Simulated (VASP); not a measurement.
Input of a VASP 6.6.1 run:

Contents of INCAR:

```
PREC     = Accurate       # precision mode
ENCUT    = 520            # plane-wave cutoff, eV
EDIFF    = 1E-6           # SCF threshold, eV
ISMEAR   = 0              # smearing method
SIGMA    = 0.1            # smearing width, eV
LREAL    = F              # projectors in reciprocal space
LASPH    = T              # aspherical terms in the spheres
NELM     = 80             # most SCF steps
ALGO     = Normal         # electronic algorithm
ISIF     = 2              # what is computed and relaxed
LWAVE    = F              # write WAVECAR
LCHARG   = T              # write CHGCAR
GGA      = PE             # functional
LELF     = T              # ELF
LVHAR    = T            
NBANDS   = 50             # bands
```

File KPOINTS:

```
Automatic mesh
0
Gamma
  2 6 4
```

POSCAR

```
PbO
1.0
   12.4469335203      0.0000000000      0.0000000000
    0.0000000000      3.5929237127      0.0000000000
    0.0000000000      0.0000000000      3.7478314770
Pb O
4 4
Direct
    0.1404881082      0.2500000000      0.1766438649
    0.8595118918      0.7500000000      0.8233561351
    0.3595118918      0.7500000000      0.6766438649
    0.6404881082      0.2500000000      0.3233561351
    0.8181110673      0.2500000000      0.4408016171
    0.1818889327      0.7500000000      0.5591983829
    0.6818889327      0.7500000000      0.9408016171
    0.3181110673      0.2500000000      0.0591983829
```

Potentials or basis: VASP PAW PBE potentials, release 64 (Pb_d, O).

The run is started by

```console
$ cat potpaw_PBE.64/Pb_d/POTCAR potpaw_PBE.64/O/POTCAR > POTCAR
$ mpirun -np 1 vasp_std > vasp.out
```

Problem. What does it give for the pressure?

Solution. 0.2 GPa.

Problem. Estimate the largest force.

Solution. 0.035 eV/Å.

Problem. Predict the band gap on the k mesh.

Solution. 2.14 eV (least direct gap 2.39 eV).

Stress tensor (GPa, compression positive):
```
0.37 0.00 0.00
0.00 0.05 0.00
0.00 0.00 0.14
```

Caveat: spin-orbit coupling is left out, which moves the levels of the heavy elements. A k mesh can miss the band edges.
